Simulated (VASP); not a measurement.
# Ir (R-3m) in VASP: relaxation of cell and atoms with PBE

Aim: the relaxation of cell and atoms of Ir with PBE.

Everything below comes from runs of VASP 6.6.1. Logs are shortened: lines on timing, memory, paths and dates and some standing lists are left out, and cuts for length are marked.

### 1 The cell of the first run

The structure is trigonal, space group R-3m (No. 166). Conventional cell: a = 2.748 Å, b = 2.748 Å, c = 20.040 Å, α = 90.00°, β = 90.00°, γ = 120.00°. Within 3.6 Å of Ir (site symmetry -3m) lie 12 Ir at 2.73 to 2.75 Å. Within 3.6 Å of Ir (site symmetry 3m) lie 12 Ir at 2.73 to 2.75 Å.

### 2 Relaxation of cell and atoms, PBE

INCAR

```
PREC = Accurate
ENCUT = 600
EDIFF = 1E-6
ISMEAR = 0
SIGMA = 0.1
LREAL = F
LASPH = T
NELM = 80
ALGO = Fast
ISIF = 3
LWAVE = F
LCHARG = F
GGA = PE
IBRION = 2
NSW = 65
EDIFFG = -0.01
KPAR = 4
```

KPOINTS

```
Automatic mesh
0
Gamma
  18 18 3
```

POSCAR

```
Ir
1.0
    2.7480528853      0.0000000000      0.0000000000
   -1.3740264427      2.3798836096      0.0000000000
    0.0000000000      0.0000000000     20.0402996367
Ir
9
Direct
    0.0000000000      0.0000000000      0.0000000000
    0.3333333333      0.6666666667      0.1111111111
    0.0000000000      0.0000000000      0.2222222222
    0.3333333333      0.6666666667      0.3333333333
    0.6666666667      0.3333333333      0.4444444444
    0.3333333333      0.6666666667      0.5555555556
    0.6666666667      0.3333333333      0.6666666667
    0.0000000000      0.0000000000      0.7777777778
    0.6666666667      0.3333333333      0.8888888889
```

Potentials or basis: VASP PAW PBE potentials, release 64 (Ir).

On the command line:

```bash
cat potpaw_PBE.64/Ir/POTCAR > POTCAR
mpirun -np 4 vasp_std > vasp.out
```

OUTCAR:

```text
PREC = Accurate
   ENCUT = 600
   EDIFF = 1E-6
   ISMEAR = 0
   LREAL = F
   LASPH = T
   NELM = 80
   ISIF = 3
   GGA = PE
   IBRION = 2
   NSW = 65
   EDIFFG = -0.01

 ion  position               nearest neighbor table
   1  0.000  0.000  0.000-   2 2.73   9 2.73   9 2.73   2 2.73   9 2.73   2 2.73
   2  0.333  0.667  0.111-   1 2.73   3 2.73   1 2.73   3 2.73   1 2.73   3 2.73
   3  0.000  0.000  0.222-   4 2.73   2 2.73   4 2.73   2 2.73   4 2.73   2 2.73
   4  0.333  0.667  0.333-   5 2.73   5 2.73   3 2.73   3 2.73   3 2.73   5 2.73
   5  0.667  0.333  0.444-   4 2.73   4 2.73   4 2.73   6 2.73   6 2.73   6 2.73
   6  0.333  0.667  0.556-   7 2.73   7 2.73   7 2.73   5 2.73   5 2.73   5 2.73
   7  0.667  0.333  0.667-   6 2.73   6 2.73   8 2.73   8 2.73   8 2.73   6 2.73
   8  0.000  0.000  0.778-   7 2.73   9 2.73   7 2.73   9 2.73   7 2.73   9 2.73
   9  0.667  0.333  0.889-   1 2.73   8 2.73   1 2.73   8 2.73   1 2.73   8 2.73

  LATTYP: Found a hexagonal cell.
 ALAT       =     2.7480528853
 C/A-ratio  =     7.2925451122

  Lattice vectors:

 A1 = (   2.7480528853,   0.0000000000,   0.0000000000)
 A2 = (  -1.3740264427,   2.3798836096,   0.0000000000)
 A3 = (   0.0000000000,   0.0000000000,  20.0402996367)

Analysis of symmetry for initial positions (statically):
=====================================================================
 Subroutine PRICEL returns following result:

  LATTYP: Found a trigonal (rhomboedric) cell.
 ALAT       =     6.8659303280
 COS(alpha) =     0.9199020516

  Lattice vectors:

 A1 = (  -1.3740264425,   0.7932945365,  -6.6800998782)
 A2 = (   1.3740264424,   0.7932945367,  -6.6800998802)
 A3 = (   0.0000000002,  -1.5865890731,  -6.6800998782)

   3 primitive cells build up your supercell.

 Routine SETGRP: Setting up the symmetry group for a
 hexagonal supercell.

 Subroutine GETGRP returns: Found 12 space group operations
 (whereof 12 operations were pure point group operations)
 out of a pool of 24 trial point group operations.

The static configuration has the point symmetry D_3d.

Analysis of symmetry for dynamics (positions and initial velocities):
=====================================================================
 Subroutine PRICEL returns following result:

  LATTYP: Found a trigonal (rhomboedric) cell.
 ALAT       =     6.8659303280
 COS(alpha) =     0.9199020516

  Lattice vectors:

 A1 = (  -1.3740264425,   0.7932945365,  -6.6800998782)
 A2 = (   1.3740264424,   0.7932945367,  -6.6800998802)
 A3 = (   0.0000000002,  -1.5865890731,  -6.6800998782)

   3 primitive cells build up your supercell.

 Routine SETGRP: Setting up the symmetry group for a
 hexagonal supercell.

 Subroutine GETGRP returns: Found 12 space group operations
 (whereof 12 operations were pure point group operations)
 out of a pool of 24 trial point group operations.

The dynamic configuration has the point symmetry D_3d.

 Subroutine INISYM returns: Found 12 space group operations
 (whereof 12 operations are pure point group operations),
 and found     3 'primitive' translations

----------------------------------------------------------------------------------------

                                     Primitive cell

  volume of cell :      43.6882

  direct lattice vectors                    reciprocal lattice vectors
    -1.374026443  0.793294536 -6.680099878    -0.363894016  0.210094308 -0.049899454
     1.374026442  0.793294537 -6.680099880     0.363894016  0.210094308 -0.049899454
     0.000000000 -1.586589073 -6.680099878     0.000000000 -0.420188616 -0.049899454

  length of vectors
     6.865930328  6.865930330  6.865930328     0.423141145  0.423141145  0.423141145

  position of ions in fractional coordinates (direct lattice)
     0.000000000  0.000000000  0.000000000
     0.222222222  0.222222222  0.222222222
     0.777777778  0.777777778  0.777777778

  ion indices of the primitive-cell ions
   primitive index   ion index
                 1           1
                 2           8
                 3           3

----------------------------------------------------------------------------------------

 KPOINTS: Automatic mesh

Automatic generation of k-mesh.
 Grid dimensions read from file:
 generate k-points for:   18   18    3

 Generating k-lattice:

  Cartesian coordinates                     Fractional coordinates (reciprocal lattice)
     0.020216334  0.011671906  0.000000000     0.055555556 -0.000000000  0.000000000
     0.000000000  0.023343812  0.000000000     0.000000000  0.055555556  0.000000000
     0.000000000  0.000000000  0.016633151     0.000000000  0.000000000  0.333333333

  Length of vectors
     0.023343812  0.023343812  0.016633151

  Shift w.r.t. Gamma in fractional coordinates (k-lattice)
     0.000000000  0.000000000  0.000000000

 Subroutine IBZKPT returns following result:
 ===========================================

 Found    101 irreducible k-points:

 Following reciprocal coordinates:
            Coordinates               Weight
  0.000000  0.000000  0.000000      1.000000
  0.055556  0.000000  0.000000      6.000000
  0.111111  0.000000  0.000000      6.000000
  0.166667  0.000000  0.000000      6.000000
  0.222222  0.000000  0.000000      6.000000
  0.277778  0.000000  0.000000      6.000000
[... 16 lines left out ...]
  0.333333  0.111111  0.000000     12.000000
  0.388889  0.111111  0.000000     12.000000
 [... further k-points ...]
   k-points           NKPTS =    101   k-points in BZ     NKDIM =    101   number of bands    NBANDS=     48
   number of dos      NEDOS =    301   number of ions     NIONS =      9
   total plane-waves  NPLWV =  92160
   dimension x,y,z NGX =    24 NGY =   24 NGZ =  160
   dimension x,y,z NGXF=    48 NGYF=   48 NGZF=  320
   ions per type =               9
   NGX,Y,Z   is equivalent  to a cutoff of  14.52, 14.52, 13.27 a.u.
   NGXF,Y,Z  is equivalent  to a cutoff of  29.04, 29.04, 26.55 a.u.
 SYSTEM =  unknown system
   PREC   = accura    normal or accurate (medium, high low for compatibility)
   ISTART =      0    job   : 0-new  1-cont  2-samecut
   ICHARG =      2    charge: 1-file 2-atom 10-const
   ISPIN  =      1    spin polarized calculation?
   LNONCOLLINEAR =      F non collinear calculations
   LSORBIT =      F    spin-orbit coupling
   LASPH  =      T    aspherical Exc in radial PAW
   ENCUT  =  600.0 eV  44.10 Ry    6.64 a.u.   5.49  5.49 40.03*2*pi/ulx,y,z
   NELM   =     80;   NELMIN=  2; NELMDL= -5     # of ELM steps
   EDIFF  = 0.1E-05   stopping-criterion for ELM
   LREAL  =      F    real-space projection
   EDIFFG = -.1E-01   stopping-criterion for IOM
   NSW    =     65    number of steps for IOM
   IBRION =      2    ionic relax: 0-MD 1-quasi-New 2-CG
   NFREE  =      1    steps in history (QN), initial steepest desc. (CG)
   ISIF   =      3    stress and relaxation
   ISYM   =      2    0-nonsym 1-usesym 2-fastsym
   POTIM  = 0.5000    time-step for ionic-motion
   TEBEG  =    0.0;   TEEND  =   0.0 temperature during run
   PSTRESS=    0.0 pullay stress
   NELECT =      81.0000    total number of electrons
   NUPDOWN=      -1.0000    fix difference up-down
   EMIN   =  10.00;   EMAX   =-10.00  energy-range for DOS
   EFERMI =   0.00;   METHOD = LEGACY
   ISMEAR =     0;   SIGMA  =   0.10  broadening in eV -4-tet -1-fermi 0-gaus
   EFERMI_NEDOS =   21; number of points for ismear=-14 and -15
   IALGO  =     68    algorithm
   IMIX   =      4    mixing-type and parameters
     AMIX     =   0.40;   BMIX     =  1.00
     AMIX_MAG =   1.60;   BMIX_MAG =  1.00
  volume/ion in A,a.u.               =      14.56        98.27
  Fermi-wavevector in a.u.,A,eV,Ry     =   1.394467  2.635160 26.457039  1.944538
  Thomas-Fermi vector in A             =   2.518013
   LORBIT       =      0    0 simple, 1 ext, 2 COOP (PROOUT), +10 PAW based schemes
   GGA     = PE    functional components
   LHFCALC =     F    Hartree Fock is set to
   AEXX    =    0.0000 exact exchange contribution
   IVDW    =     0    specifies the selected vdW correction
   LEPSILON=     F    determine dielectric tensor
   LRPA    =     F    only Hartree local field effects (RPA)
 conjugate gradient relaxation of ions
 non-spin polarized calculation
 RMM-DIIS sequential band-by-band and
 Gauss-broadening in eV      SIGMA  =   0.10
  energy-cutoff  :      600.00
  volume of cell :      131.06
 maximum number of plane-waves:      4473
 NGX is ok and might be reduce to    24
   NGX = 11   NGY = 11   NGZ = 81

--------------------------------------- Ionic step        1  -------------------------------------------

 number of electron      80.9999997 magnetization

 Free energy of the ion-electron system (eV)
  ---------------------------------------------------
  ext. energy  EPLUGINS =         0.00000000
  ---------------------------------------------------
  free energy    TOTEN  =       -79.22869976 eV

  energy without entropy =      -79.17812612  energy(sigma->0) =      -79.20341294

------------------------ aborting loop because EDIFF is reached ----------------------------------------

  FORCE on cell =-STRESS in cart. coord.  units (eV):
  Direction    XX          YY          ZZ          XY          YZ          ZX
  --------------------------------------------------------------------------------------
  -------------------------------------------------------------------------------------
  Total       -0.7283181     -0.7283181      1.5245462      0.0000000      0.0000000      0.0000000
  in kB       -8.9032116     -8.9032116     18.6365778      0.0000000      0.0000000      0.0000000
  external PRESSURE =       0.2767182 kB  Pullay stress =       0.0000000 kB
[... 243 lines left out ...]
  energy  without entropy=      -79.2045364072  energy(sigma->0) =      -79.22818011

--------------------------------------- Ionic step        7  -------------------------------------------

 number of electron      80.9999997 magnetization

 Free energy of the ion-electron system (eV)
  ---------------------------------------------------
  ext. energy  EPLUGINS =         0.00000000
  ---------------------------------------------------
  free energy    TOTEN  =       -79.25215458 eV

  energy without entropy =      -79.20495653  energy(sigma->0) =      -79.22855555

 E-fermi :   9.9536     XC(G=0): -13.8159

 val. band max:        9.9530110610   @ k =  -0.2778  -0.3889   0.3333
 cond. band min:       9.9535698907   @ k =   0.2778   0.2778   0.3333
 fundamental gap:      0.0005588297
 Fermi energy:         9.9535623578

 k-point     1 :       0.0000    0.0000    0.0000
  band No.  band energies     occupation
      1      -0.9003      2.00000
      2      -0.3809      2.00000
      3      -0.3809      2.00000
      4       0.9218      2.00000
      5       0.9218      2.00000
      6       1.9436      2.00000
[... 1213 lines left out ...]
     47      12.3630      0.00000
     48      12.4083      0.00000

 [... further k-points ...]
[... 5 lines left out ...]
  --------------------------------------------------------------------------------------
  -------------------------------------------------------------------------------------
  Total        0.0107752      0.0107752      0.0202022     -0.0000000     -0.0000000      0.0000000
  in kB        0.1317193      0.1317193      0.2469570     -0.0000000     -0.0000000      0.0000000
  external PRESSURE =       0.1701319 kB  Pullay stress =       0.0000000 kB
[... 24 lines left out ...]
  FREE ENERGIE OF THE ION-ELECTRON SYSTEM (eV)
  ---------------------------------------------------
  free  energy   TOTEN  =       -79.2521545792 eV

  energy  without entropy=      -79.2049565278  energy(sigma->0) =      -79.22855555

 reached required accuracy - stopping structural energy minimisation
```

Wall time 38 min (4 MPI ranks of Oxide Virtual Turin-like, shared host); peak memory 0.67 GiB.

What came out:

* Free energy: -79.2522 eV
* Energy gained by relaxing: 2.6 meV/atom
* Ionic steps: 7
* Pressure after relaxing: 0.0 GPa

The path:
| step | energy change (eV) | largest force (eV/Å) | pressure (GPa) | volume (Å³) |
| --- | --- | --- | --- | --- |
| 1 | 0.0000 | 0.3561 | 0.03 | 131.06 |
| 2 | -0.0216 | 0.0037 | -0.08 | 131.11 |
| 3 | -0.0225 | 0.0570 | -0.09 | 131.10 |
| 4 | -0.0231 | 0.0285 | 0.33 | 130.95 |
| 5 | -0.0234 | 0.0049 | 0.18 | 131.00 |
| 6 | -0.0231 | 0.0086 | -0.49 | 131.26 |
| 7 | -0.0235 | 0.0017 | 0.02 | 131.07 |

Final structure:
```
Ir
1.0
     2.74086    0.00000    0.00000
    -1.37043    2.37366    0.00000
     0.00000    0.00000   20.14567
Ir
9
Direct
  0.00000 0.00000 0.00000
  0.33333 0.66667 0.11029
  0.00000 0.00000 0.22305
  0.33333 0.66667 0.33333
  0.66667 0.33333 0.44362
  0.33333 0.66667 0.55638
  0.66667 0.33333 0.66667
  0.00000 0.00000 0.77695
  0.66667 0.33333 0.88971
```

Caveat: the highest band is partly filled, so the run has too few bands; spin-orbit coupling is left out, which moves the levels of the heavy elements.
